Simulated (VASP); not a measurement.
# TiN (rocksalt type) (Fm-3m) in VASP: further runs

TiN (rocksalt type) is run at these levels: LDA; tasks: single point, relaxation of cell and atoms.

Everything below comes from runs of VASP 6.6.1. Logs are shortened: lines on timing, memory, paths and dates and some standing lists are left out, and cuts for length are marked.

## Step 1: The cell of the first run

Symmetry: Fm-3m, No. 225, cubic system. Conventional cell: a = 4.172 Å, b = 4.172 Å, c = 4.172 Å, α = 90.00°, β = 90.00°, γ = 90.00°. Ti (site symmetry m-3m) has 6 N at 2.09 Å within 2.8 Å. Within 2.8 Å of N (site symmetry m-3m) lie 6 Ti at 2.09 Å.

## Step 2: Single point, LDA

File INCAR:

```
SYSTEM = TiN
  PREC = Accurate
  ENCUT = 520
  EDIFF = 1E-6
  ISMEAR = -1
  SIGMA = 0.08
  LREAL = .FALSE.
  LASPH = .TRUE.
  NELM = 80
  ALGO = Normal
  ISIF = 2
  LWAVE = .FALSE.
  LCHARG = .FALSE.
  NBANDS = 16
```

File KPOINTS:

```
Automatic mesh
0
G
  17 17 17
  0 0 0
```

File POSCAR:

```
TiN
1.0
    0.0000000000      2.0858714114      2.0858714114
    2.0858714114      0.0000000000      2.0858714114
    2.0858714114      2.0858714114      0.0000000000
Ti N
1 1
Direct
    0.0000000000      0.0000000000      0.0000000000
    0.5000000000      0.5000000000      0.5000000000
```

Potentials or basis: VASP PAW LDA potentials, release 64 (Ti_sv, N).

Command:

```
cat potpaw_LDA.64/Ti_sv/POTCAR potpaw_LDA.64/N/POTCAR > POTCAR
mpirun -np 1 vasp_std > vasp.out
```

OUTCAR:

```text
SYSTEM = TiN
   PREC = Accurate
   ENCUT = 520
   EDIFF = 1E-6
   ISMEAR = -1
   LREAL = .FALSE.
   LASPH = .TRUE.
   NELM = 80
   ISIF = 2

 ion  position               nearest neighbor table
   1  0.000  0.000  0.000-   2 2.09   2 2.09   2 2.09   2 2.09   2 2.09   2 2.09
   2  0.500  0.500  0.500-   1 2.09   1 2.09   1 2.09   1 2.09   1 2.09   1 2.09

  LATTYP: Found a face centered cubic cell.
 ALAT       =     4.1717428228

  Lattice vectors:

 A1 = (   0.0000000000,   2.0858714114,   2.0858714114)
 A2 = (   2.0858714114,   0.0000000000,   2.0858714114)
 A3 = (   2.0858714114,   2.0858714114,   0.0000000000)

Analysis of symmetry for initial positions (statically):
=====================================================================
 Subroutine PRICEL returns:
 Original cell was already a primitive cell.

 Routine SETGRP: Setting up the symmetry group for a
 face centered cubic supercell.

 Subroutine GETGRP returns: Found 48 space group operations
 (whereof 48 operations were pure point group operations)
 out of a pool of 48 trial point group operations.

The static configuration has the point symmetry O_h .

Analysis of symmetry for dynamics (positions and initial velocities):
=====================================================================
 Subroutine PRICEL returns:
 Original cell was already a primitive cell.

 Routine SETGRP: Setting up the symmetry group for a
 face centered cubic supercell.

 Subroutine GETGRP returns: Found 48 space group operations
 (whereof 48 operations were pure point group operations)
 out of a pool of 48 trial point group operations.

The dynamic configuration has the point symmetry O_h .

 Subroutine INISYM returns: Found 48 space group operations
 (whereof 48 operations are pure point group operations),
 and found     1 'primitive' translations

----------------------------------------------------------------------------------------

                                     Primitive cell

  volume of cell :      18.1507

  direct lattice vectors                    reciprocal lattice vectors
     0.000000000  2.085871411  2.085871411    -0.239707969  0.239707969  0.239707969
     2.085871411  0.000000000  2.085871411     0.239707969 -0.239707969  0.239707969
     2.085871411  2.085871411  0.000000000     0.239707969  0.239707969 -0.239707969

  length of vectors
     2.949867639  2.949867639  2.949867639     0.415186382  0.415186382  0.415186382

  position of ions in fractional coordinates (direct lattice)
     0.000000000  0.000000000  0.000000000
     0.500000000  0.500000000  0.500000000

  ion indices of the primitive-cell ions
   primitive index   ion index
                 1           1
                 2           2

----------------------------------------------------------------------------------------

 KPOINTS: Automatic mesh

Automatic generation of k-mesh.
 Grid dimensions read from file:
 generate k-points for:   17   17   17

 Generating k-lattice:

  Cartesian coordinates                     Fractional coordinates (reciprocal lattice)
    -0.014100469  0.014100469  0.014100469     0.058823529  0.000000000  0.000000000
     0.014100469 -0.014100469  0.014100469     0.000000000  0.058823529  0.000000000
     0.014100469  0.014100469 -0.014100469     0.000000000  0.000000000  0.058823529

  Length of vectors
     0.024422728  0.024422728  0.024422728

  Shift w.r.t. Gamma in fractional coordinates (k-lattice)
     0.000000000  0.000000000  0.000000000

 Subroutine IBZKPT returns following result:
 ===========================================

 Found    165 irreducible k-points:

 Following reciprocal coordinates:
            Coordinates               Weight
  0.000000  0.000000  0.000000      1.000000
  0.058824  0.000000  0.000000      8.000000
  0.117647  0.000000  0.000000      8.000000
  0.176471  0.000000  0.000000      8.000000
  0.235294  0.000000  0.000000      8.000000
  0.294118  0.000000  0.000000      8.000000
[... 16 lines left out ...]
 -0.176471  0.058824  0.000000     24.000000
 -0.117647  0.058824  0.000000     24.000000
 [... further k-points ...]
   k-points           NKPTS =    165   k-points in BZ     NKDIM =    165   number of bands    NBANDS=     16
   number of dos      NEDOS =    301   number of ions     NIONS =      2
   total plane-waves  NPLWV =  13824
   dimension x,y,z NGX =    24 NGY =   24 NGZ =   24
   dimension x,y,z NGXF=    48 NGYF=   48 NGZF=   48
   ions per type =               1   1
   NGX,Y,Z   is equivalent  to a cutoff of  13.53, 13.53, 13.53 a.u.
   NGXF,Y,Z  is equivalent  to a cutoff of  27.05, 27.05, 27.05 a.u.
 SYSTEM =  TiN
   PREC   = accura    normal or accurate (medium, high low for compatibility)
   ISTART =      0    job   : 0-new  1-cont  2-samecut
   ICHARG =      2    charge: 1-file 2-atom 10-const
   ISPIN  =      1    spin polarized calculation?
   LNONCOLLINEAR =      F non collinear calculations
   LSORBIT =      F    spin-orbit coupling
   LASPH  =      T    aspherical Exc in radial PAW
   ENCUT  =  520.0 eV  38.22 Ry    6.18 a.u.   5.48  5.48  5.48*2*pi/ulx,y,z
   NELM   =     80;   NELMIN=  2; NELMDL= -5     # of ELM steps
   EDIFF  = 0.1E-05   stopping-criterion for ELM
   LREAL  =      F    real-space projection
   EDIFFG = 0.1E-04   stopping-criterion for IOM
   NSW    =      0    number of steps for IOM
   IBRION =     -1    ionic relax: 0-MD 1-quasi-New 2-CG
   NFREE  =      0    steps in history (QN), initial steepest desc. (CG)
   ISIF   =      2    stress and relaxation
   ISYM   =      2    0-nonsym 1-usesym 2-fastsym
   POTIM  = 0.5000    time-step for ionic-motion
   TEBEG  =    0.0;   TEEND  =   0.0 temperature during run
   PSTRESS=    0.0 pullay stress
   NELECT =      17.0000    total number of electrons
   NUPDOWN=      -1.0000    fix difference up-down
   EMIN   =  10.00;   EMAX   =-10.00  energy-range for DOS
   EFERMI =   0.00;   METHOD = LEGACY
   ISMEAR =    -1;   SIGMA  =   0.08  broadening in eV -4-tet -1-fermi 0-gaus
   EFERMI_NEDOS =   21; number of points for ismear=-14 and -15
   IALGO  =     38    algorithm
   IMIX   =      4    mixing-type and parameters
     AMIX     =   0.40;   BMIX     =  1.00
     AMIX_MAG =   1.60;   BMIX_MAG =  1.00
  volume/ion in A,a.u.               =       9.08        61.24
  Fermi-wavevector in a.u.,A,eV,Ry     =   1.601746  3.026861 34.906968  2.565590
  Thomas-Fermi vector in A             =   2.698676
   LORBIT       =      0    0 simple, 1 ext, 2 COOP (PROOUT), +10 PAW based schemes
   GGA     = CA    functional components
   LHFCALC =     F    Hartree Fock is set to
   AEXX    =    0.0000 exact exchange contribution
   IVDW    =     0    specifies the selected vdW correction
   LEPSILON=     F    determine dielectric tensor
   LRPA    =     F    only Hartree local field effects (RPA)
 non-spin polarized calculation
  energy-cutoff  :      520.00
  volume of cell :       18.15
 maximum number of plane-waves:       531
 NGX is ok and might be reduce to    24
   NGX = 11   NGY = 11   NGZ = 11

 number of electron      16.9999996 magnetization

 Free energy of the ion-electron system (eV)
  ---------------------------------------------------
  ext. energy  EPLUGINS =         0.00000000
  ---------------------------------------------------
  free energy    TOTEN  =       -21.68058533 eV

  energy without entropy =      -21.66435023  energy(sigma->0) =      -21.67246778

 E-fermi :  11.8580     XC(G=0): -13.6469

 val. band max:       11.8571991081   @ k =  -0.1176   0.0588   0.0000
 cond. band min:      11.8823975926   @ k =  -0.1765   0.1176   0.0000
 fundamental gap:      0.0251984844
 Fermi energy:        11.8580482303

 k-point     1 :       0.0000    0.0000    0.0000
  band No.  band energies     occupation
      1     -45.2062      2.00000
      2     -21.5215      2.00000
      3     -21.5215      2.00000
      4     -21.5215      2.00000
      5      -5.2651      2.00000
      6       9.8079      2.00000
[... 8 lines left out ...]
     15      25.1972      0.00000
     16      32.3474      0.00000

 k-point     2 :       0.0588    0.0000    0.0000
  band No.  band energies     occupation
      1     -45.2019      2.00000
      2     -21.5503      2.00000
      3     -21.5238      2.00000
      4     -21.5238      2.00000
      5      -5.1898      2.00000
      6       9.3788      2.00000
[... 8 lines left out ...]
     15      25.2757      0.00000
     16      32.2296      0.00000

 k-point     3 :       0.1176    0.0000    0.0000
  band No.  band energies     occupation
      1     -45.1896      2.00000
      2     -21.6320      2.00000
      3     -21.5303      2.00000
      4     -21.5303      2.00000
      5      -4.9708      2.00000
      6       8.4969      2.00000
[... 8 lines left out ...]
     15      25.4179      0.00000
     16      31.9023      0.00000

 k-point     4 :       0.1765    0.0000    0.0000
  band No.  band energies     occupation
      1     -45.1708      2.00000
      2     -21.7538      2.00000
      3     -21.5402      2.00000
      4     -21.5402      2.00000
      5      -4.6273      2.00000
      6       7.4732      2.00000
[... 8 lines left out ...]
     15      25.4236      0.00000
     16      31.2293      0.00000

 k-point     5 :       0.2353    0.0000    0.0000
  band No.  band energies     occupation
      1     -45.1481      2.00000
      2     -21.8977      2.00000
      3     -21.5520      2.00000
      4     -21.5520      2.00000
      5      -4.1895      2.00000
      6       6.4289      2.00000
[... 8 lines left out ...]
     15      25.2627      0.00000
     16      30.2583      0.00000

 k-point     6 :       0.2941    0.0000    0.0000
  band No.  band energies     occupation
      1     -45.1246      2.00000
      2     -22.0434      2.00000
      3     -21.5642      2.00000
      4     -21.5642      2.00000
      5      -3.6982      2.00000
      6       5.4415      2.00000
[... 8 lines left out ...]
     15      25.2162      0.00000
     16      29.1600      0.00000

 k-point     7 :       0.3529    0.0000    0.0000
  band No.  band energies     occupation
      1     -45.1033      2.00000
      2     -22.1717      2.00000
      3     -21.5752      2.00000
      4     -21.5752      2.00000
      5      -3.2075      2.00000
      6       4.5784      2.00000
[... 8 lines left out ...]
     15      25.4873      0.00000
     16      28.1258      0.00000

 k-point     8 :       0.4118    0.0000    0.0000
  band No.  band energies     occupation
      1     -45.0872      2.00000
      2     -22.2667      2.00000
      3     -21.5834      2.00000
      4     -21.5834      2.00000
      5      -2.7917      2.00000
      6       3.9160      2.00000
[... 8 lines left out ...]
     15      25.9173      0.00000
     16      27.3167      0.00000

 k-point     9 :       0.4706    0.0000    0.0000
  band No.  band energies     occupation
      1     -45.0785      2.00000
      2     -22.3171      2.00000
      3     -21.5878      2.00000
      4     -21.5878      2.00000
      5      -2.5446      2.00000
      6       3.5465      2.00000
[... 8 lines left out ...]
     15      26.2236      0.00000
     16      26.8681      0.00000
[... 172 lines left out ...]
 k-point    19 :      -0.4118    0.0588    0.0000
  band No.  band energies     occupation
      1     -45.0814      2.00000
      2     -22.2792      2.00000
      3     -21.6096      2.00000
      4     -21.5839      2.00000
      5      -2.7100      2.00000
      6       3.8196      2.00000
[... 8 lines left out ...]
     15      25.9302      0.00000
     16      26.9739      0.00000

 k-point    20 :      -0.3529    0.0588    0.0000
  band No.  band energies     occupation
      1     -45.0950      2.00000
      2     -22.2003      2.00000
      3     -21.6064      2.00000
      4     -21.5722      2.00000
      5      -3.0606      2.00000
      6       4.3584      2.00000
[... 8 lines left out ...]
     15      25.5522      0.00000
     16      27.5297      0.00000

 k-point    21 :      -0.2941    0.0588    0.0000
  band No.  band energies     occupation
      1     -45.1146      2.00000
      2     -22.0850      2.00000
      3     -21.5982      2.00000
      4     -21.5589      2.00000
      5      -3.5153      2.00000
      6       5.1155      2.00000
[... 8 lines left out ...]
     15      25.2383      0.00000
     16      28.3275      0.00000

 k-point    22 :      -0.2353    0.0588    0.0000
  band No.  band energies     occupation
      1     -45.1374      2.00000
      2     -21.9476      2.00000
      3     -21.5861      2.00000
      4     -21.5455      2.00000
      5      -3.9957      2.00000
      6       6.0092      2.00000
[... 8 lines left out ...]
     15      25.2178      0.00000
     16      29.2343      0.00000

 k-point    23 :      -0.1765    0.0588    0.0000
  band No.  band energies     occupation
      1     -45.1604      2.00000
      2     -21.8060      2.00000
      3     -21.5713      2.00000
      4     -21.5340      2.00000
      5      -4.4426      2.00000
      6       6.9679      2.00000
[... 8 lines left out ...]
     15      25.4021      0.00000
     16      30.1297      0.00000

 k-point    24 :      -0.1176    0.0588    0.0000
  band No.  band energies     occupation
      1     -45.1805      2.00000
      2     -21.6803      2.00000
      3     -21.5554      2.00000
      4     -21.5259      2.00000
      5      -4.8112      2.00000
      6       7.9203      2.00000
[... 8 lines left out ...]
     15      25.4821      0.00000
     16      30.9495      0.00000

 [... further k-points ...]

------------------------ aborting loop because EDIFF is reached ----------------------------------------

  FORCE on cell =-STRESS in cart. coord.  units (eV):
  Direction    XX          YY          ZZ          XY          YZ          ZX
  --------------------------------------------------------------------------------------
  -------------------------------------------------------------------------------------
  Total        0.1204872      0.1204872      0.1204872      0.0000000      0.0000000      0.0000000
  in kB       10.6355214     10.6355214     10.6355214      0.0000000      0.0000000      0.0000000
  external PRESSURE =      10.6355214 kB  Pullay stress =       0.0000000 kB

 VOLUME and BASIS-vectors are now :
 -----------------------------------------------------------------------------
  energy-cutoff  :      520.00
  volume of cell :       18.15
      direct lattice vectors                 reciprocal lattice vectors
     0.000000000  2.085871411  2.085871411    -0.239707969  0.239707969  0.239707969
     2.085871411  0.000000000  2.085871411     0.239707969 -0.239707969  0.239707969
     2.085871411  2.085871411  0.000000000     0.239707969  0.239707969 -0.239707969

 POSITION                                       TOTAL-FORCE (eV/Angst)
 -----------------------------------------------------------------------------------
      0.00000      0.00000      0.00000         0.000000      0.000000      0.000000
      2.08587      2.08587      2.08587         0.000000      0.000000     -0.000000
 -----------------------------------------------------------------------------------
    total drift:                                0.000000     -0.000000     -0.000000

  FREE ENERGIE OF THE ION-ELECTRON SYSTEM (eV)
  ---------------------------------------------------
  free  energy   TOTEN  =       -21.6805853280 eV

  energy  without entropy=      -21.6643502275  energy(sigma->0) =      -21.67246778
```

It took 31 s on 1 thread of Intel Xeon Platinum 8488C (Sapphire Rapids), shared host; peak memory 0.16 GiB.

Results:

```yaml
Free_energy: -21.6806 eV
Pressure: 1.1 GPa
```

Levels at points of the mesh, in eV from the Fermi level:
```tsv
k point	band 7	band 8	band 9	band 10	band 11	band 12
(0.00, 0.00, 0.00)	-2.05	-2.05	-0.68	-0.68	-0.68	0.61
```

## Step 3: Single point, LDA

File INCAR:

```
  ALGO = Normal
  EDIFF = 1E-6
  ENCUT = 520
  ISIF = 2
  ISMEAR = -1
  LASPH = T
  LCHARG = F
  LREAL = F
  LWAVE = F
  NBANDS = 16
  NELM = 60
  PREC = Accurate
  SIGMA = 0.08
```

File KPOINTS:

```
k-points
0
Gamma
  17 17 17
```

POSCAR is that of step 2.

Potentials or basis: VASP PAW LDA potentials, release 64 (Ti_sv, N).

Command:

```
cat potpaw_LDA.64/Ti_sv/POTCAR potpaw_LDA.64/N/POTCAR > POTCAR
mpirun -np 1 vasp_std > vasp.out
```

OUTCAR:

```text
EDIFF = 1E-6
   ENCUT = 520
   ISIF = 2
   ISMEAR = -1
   LASPH = T
   LREAL = F
   NELM = 60
   PREC = Accurate

 ion  position               nearest neighbor table
   1  0.000  0.000  0.000-   2 2.09   2 2.09   2 2.09   2 2.09   2 2.09   2 2.09
   2  0.500  0.500  0.500-   1 2.09   1 2.09   1 2.09   1 2.09   1 2.09   1 2.09

  LATTYP: Found a face centered cubic cell.
 ALAT       =     4.1717428228

  Lattice vectors:

[... 642 lines left out ...]

------------------------ aborting loop because EDIFF is reached ----------------------------------------

  FORCE on cell =-STRESS in cart. coord.  units (eV):
  Direction    XX          YY          ZZ          XY          YZ          ZX
  --------------------------------------------------------------------------------------
  -------------------------------------------------------------------------------------
  Total        0.1204872      0.1204872      0.1204872      0.0000000      0.0000000      0.0000000
  in kB       10.6355214     10.6355214     10.6355214      0.0000000      0.0000000      0.0000000
  external PRESSURE =      10.6355214 kB  Pullay stress =       0.0000000 kB

 VOLUME and BASIS-vectors are now :
 -----------------------------------------------------------------------------
  energy-cutoff  :      520.00
  volume of cell :       18.15
      direct lattice vectors                 reciprocal lattice vectors
     0.000000000  2.085871411  2.085871411    -0.239707969  0.239707969  0.239707969
     2.085871411  0.000000000  2.085871411     0.239707969 -0.239707969  0.239707969
     2.085871411  2.085871411  0.000000000     0.239707969  0.239707969 -0.239707969

 POSITION                                       TOTAL-FORCE (eV/Angst)
 -----------------------------------------------------------------------------------
      0.00000      0.00000      0.00000         0.000000      0.000000      0.000000
      2.08587      2.08587      2.08587         0.000000      0.000000     -0.000000
 -----------------------------------------------------------------------------------
    total drift:                                0.000000     -0.000000     -0.000000

  FREE ENERGIE OF THE ION-ELECTRON SYSTEM (eV)
  ---------------------------------------------------
  free  energy   TOTEN  =       -21.6805853280 eV

  energy  without entropy=      -21.6643502275  energy(sigma->0) =      -21.67246778
```

stdout:

```text
POSCAR found type information on POSCAR TiN
 POSCAR found :  2 types and       2 ions
 scaLAPACK will be used
 LDA part: xc-table for (Slater(with rela. corr.)+CA(PZ))
 , standard interpolation
 POSCAR, INCAR and KPOINTS ok, starting setup
 FFT: planning ... GRIDC
 FFT: planning ... GRID_SOFT
 FFT: planning ... GRID
 WAVECAR not read
 entering main loop
```

It took 28 s on 1 thread of Intel Xeon Platinum 8488C (Sapphire Rapids), shared host; peak memory 0.16 GiB.

Results:

* Free energy: -21.6806 eV
* Pressure: 1.1 GPa

[end of part 1 of 2]
